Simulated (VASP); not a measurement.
Input of a VASP 6.6.1 run:

POSCAR

```
ZnS
1.0
    0.0000000000      2.7046500000      2.7046500000
    2.7046500000      0.0000000000      2.7046500000
    2.7046500000      2.7046500000      0.0000000000
Zn S
1 1
Direct
    0.0000000000      0.0000000000      0.0000000000
    0.7303919144      0.7500000000      0.7500000000
```

File INCAR.step1:

```
PREC     = Accurate       # precision mode
ENCUT    = 520            # plane-wave cutoff, eV
ISMEAR   = 0              # smearing method
SIGMA    = 0.05           # smearing width, eV
LREAL    = F              # projectors in reciprocal space
LASPH    = T              # aspherical terms in the spheres
NELM     = 100            # most SCF steps
NBANDS   = 16             # bands
GGA      = PE             # functional
ALGO     = Normal         # electronic algorithm
EDIFF    = 1E-4           # SCF threshold, eV
LWAVE    = T              # write WAVECAR
LCHARG   = F              # write CHGCAR
```

File INCAR.step2:

```
PREC     = Accurate       # precision mode
ENCUT    = 520            # plane-wave cutoff, eV
EDIFF    = 1E-6           # SCF threshold, eV
ISMEAR   = 0              # smearing method
SIGMA    = 0.05           # smearing width, eV
LREAL    = F              # projectors in reciprocal space
LASPH    = T              # aspherical terms in the spheres
NELM     = 100            # most SCF steps
ALGO     = Normal         # electronic algorithm
ISIF     = 2              # what is computed and relaxed
LWAVE    = F              # write WAVECAR
LCHARG   = F              # write CHGCAR
METAGGA  = R2SCAN         # meta-GGA
LMIXTAU  = T            
NBANDS   = 16             # bands
ISTART   = 1
```

Contents of KPOINTS:

```
Automatic mesh
0
Gamma
  8 8 8
```

Potentials or basis: VASP PAW PBE potentials, release 64 (Zn, S).

Command:

```console
$ cat potpaw_PBE.64/Zn/POTCAR potpaw_PBE.64/S/POTCAR > POTCAR
$ cp INCAR.step1 INCAR
$ mpirun -np 1 vasp_std > vasp.out
$ cp INCAR.step2 INCAR
$ mpirun -np 1 vasp_std > vasp.out
```

(1) What does it give for the largest force?

(2) Estimate the pressure.

(3) Estimate the band gap on the k mesh.

## Answers

(1) 0.438 eV/Å.

(2) -0.6 GPa.

(3) 2.61 eV.

Caveat: the cell differs from its parent crystal (all S atoms moved +0.075 Å, as atom 2 towards its neighbour atom 2 (S) at 3.825 Å); the PAW data sets were made with another functional, which shifts forces and pressure a little.
